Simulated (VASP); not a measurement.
## CuO: single point with PBE

Crystal: CuO.

```
Cu O
1.0
     2.34465   -1.71340    0.00000
     2.34465    1.71340    0.00000
    -0.86055    0.00000    5.05944
Cu O
2 2
Direct
  0.00320 0.49680 0.00000
  0.49680 0.00320 0.50000
  0.57140 0.40560 0.25370
  0.40560 0.57140 0.75370
```

```yaml
Program: VASP 6.6.1
Task: single point
Functional: PBE
Potentials_or_basis: VASP PAW PBE potentials, release 64 (Cu, O)
Cutoff: 520 eV
k_mesh: 7 × 7 × 4
Occupations: fermi-dirac, width 0.03 eV
Spin: collinear spin, ferromagnetic start
Starting_moments: "[0.3, 0.3, 0.0, 0.0] μB"
Fixed_moment: 0.6 μB
Dipole_correction: no
Further_INCAR_settings: ALGO = Normal; EDIFF = 1e-07; NBANDS = 29
```

The pressure is 6.5 GPa and the largest force is 0.801 eV/Å. The net moment is 0.60 μB per cell. The site moments are Cu +0.19; O +0.10 μB and the valence electrons inside the program's atomic spheres are Cu 9.90; O 4.96.

Forces in eV/Å, atoms in the order of the input:
```
Cu  -0.670  0.351  0.264
Cu  -0.670 -0.351  0.264
O    0.670  0.247 -0.264
O    0.670 -0.247 -0.264
```

Stress tensor (GPa, compression positive):
```
 6.22  0.00 -1.43
 0.00  7.01  0.00
-1.43  0.00  6.28
```

Run time: 120 s on 1 thread of Intel Xeon 6975P-C, on a shared host, peak memory 0.24 GiB.

Caveat: the total moment is fixed, so each spin has its own Fermi level.
